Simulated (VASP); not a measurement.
Write the native input for VASP 6.6.1 that does the following.

```
Task                   : single point
Functional             : PBE
Potentials or basis    : VASP PAW PBE potentials, release 64 (Zn, O)
Cutoff                 : 520 eV
k mesh                 : 10 × 10 × 10
Occupations            : fermi-dirac, width 0.02 eV
Spin                   : no spin polarisation
Dipole correction      : no
Further INCAR settings : ALGO = Normal; EDIFF = 1e-07; NBANDS = 16
```

The structure of ZnO lies in POSCAR:

```
ZnO
1.0
    0.0000000000      2.1337703864      2.1337703864
    2.1337703864      0.0000000000      2.1337703864
    2.1337703864      2.1337703864      0.0000000000
Zn O
1 1
Direct
    0.0000000000      0.0000000000      0.0000000000
    0.5000000000      0.5000000000      0.5000000000
```

One way to write it, as run:

INCAR

```
PREC = Accurate
ENCUT = 520
EDIFF = 1E-7
ISMEAR = -1
SIGMA = 0.02
LREAL = F
LASPH = T
NELM = 100
ALGO = Normal
ISIF = 2
LWAVE = F
LCHARG = F
GGA = PE
NBANDS = 16
```

KPOINTS

```
regular mesh
0
Gamma
  10 10 10
```

Potentials or basis: VASP PAW PBE potentials, release 64 (Zn, O).

Launch:

```console
$ cat potpaw_PBE.64/Zn/POTCAR potpaw_PBE.64/O/POTCAR > POTCAR
$ mpirun -np 1 vasp_std > vasp.out
```

Results of the run:

```
Pressure               : 9.1 GPa
Band gap on the k mesh : 0.92 eV, indirect (least direct gap 2.32 eV)
```

Run time: 45 s on 1 thread of AMD EPYC 7R13, on a shared host, peak memory 0.11 GiB.
